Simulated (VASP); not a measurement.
Here is a VASP 6.6.1 calculation.

File INCAR:

```
PREC = Accurate
ENCUT = 520
EDIFF = 1E-6
ISMEAR = 0
SIGMA = 0.02
LREAL = False
LASPH = True
NELM = 80
ALGO = Normal
ISIF = 2
LWAVE = False
LCHARG = False
GGA = PE
NBANDS = 35
```

KPOINTS

```
regular mesh
0
Gamma
  9 9 2
```

Contents of POSCAR:

```
WSe2
1.0
    3.3178532690      0.0000000000      0.0000000000
   -1.6589266345      2.8733452170      0.0000000000
    0.0000000000      0.0000000000     24.0685192700
W Se
2 4
Direct
    0.6666666700      0.3333333300      0.1415375200
    0.3333333300      0.6666666700      0.8584624800
    0.3333333300      0.6666666700      0.2105944900
    0.6666666700      0.3333333300      0.9275621000
    0.3333333300      0.6666666700      0.0724379000
    0.6666666700      0.3333333300      0.7894055100
```

Potentials or basis: VASP PAW PBE potentials, release 64 (W_sv, Se).

Run with:

```sh
$ cat potpaw_PBE.64/W_sv/POTCAR potpaw_PBE.64/Se/POTCAR > POTCAR
$ mpirun -np 1 vasp_std > vasp.out
```

Problem. Predict the band gap on the k mesh.

Solution. 1.47 eV (least direct gap 1.49 eV).

Problem. Estimate the largest force.

Solution. 0.341 eV/Å.

Forces in eV/Å, atoms in the order of the input:
```
W    0.000  0.000  0.006
W    0.000  0.000 -0.006
Se   0.000  0.000  0.341
Se   0.000  0.000  0.295
Se   0.000  0.000 -0.295
Se   0.000  0.000 -0.341
```

Caveat: spin-orbit coupling is left out, which moves the levels of the heavy elements.
